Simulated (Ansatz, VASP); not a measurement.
# Te: VASP beside Ansatz

```xyz
4
Lattice="5.0055 0.0000 0.0000 0.0000 8.2983 0.0000 0.0000 0.0000 3.7323" Properties=species:S:1:pos:R:3 pbc="T T T"
Te    0.1026    2.0746    2.3692
Te    4.9029    6.2237    1.3630
Te    2.4001    6.2237    0.5031
Te    2.6054    2.0746    3.2292
```

Alike in both runs: task relaxation of cell and atoms; functional PBE; k mesh 4 × 2 × 6; occupations gaussian, width 0.1 eV; no spin polarisation.

|  | VASP | Ansatz |
| --- | --- | --- |
| version | VASP 6.6.1 | Ansatz 0.2.0 |
| potentials or method | VASP PAW PBE potentials, release 64 (Te), cutoff 600 eV | scalar-relativistic, plane waves, PAW |
| valence electrons in the cell | 24 | 64 |

|  | VASP | Ansatz | Ansatz less VASP |
| --- | --- | --- | --- |
| gap on the k mesh at the Fermi level, each at its own relaxed structure (eV) | none | none | - |
| relaxed volume (Å³/atom) | 31.81 | 32.48 | +0.667 |
| relaxed cell length with the largest relative difference (Å) | 3.203 | 4.293 | +1.0899 |

A gap of «none» marks a metal or a gap that the smearing closes. One of these differences is far larger than is usual between the two programs; its cause wasn't traced. VASP's potentials hold 24 valence electrons a cell and Ansatz's 64, so a difference there can come from the potentials and not from the codes.

The k mesh is coarse, so the values compare programs but aren't converged. Neither program's run includes spin-orbit coupling. Noted on VASP's run: the volume moved by over 15 % at a fixed basis, so the end points are rough; too few bands were computed for a metal, which touches its energy and stress.
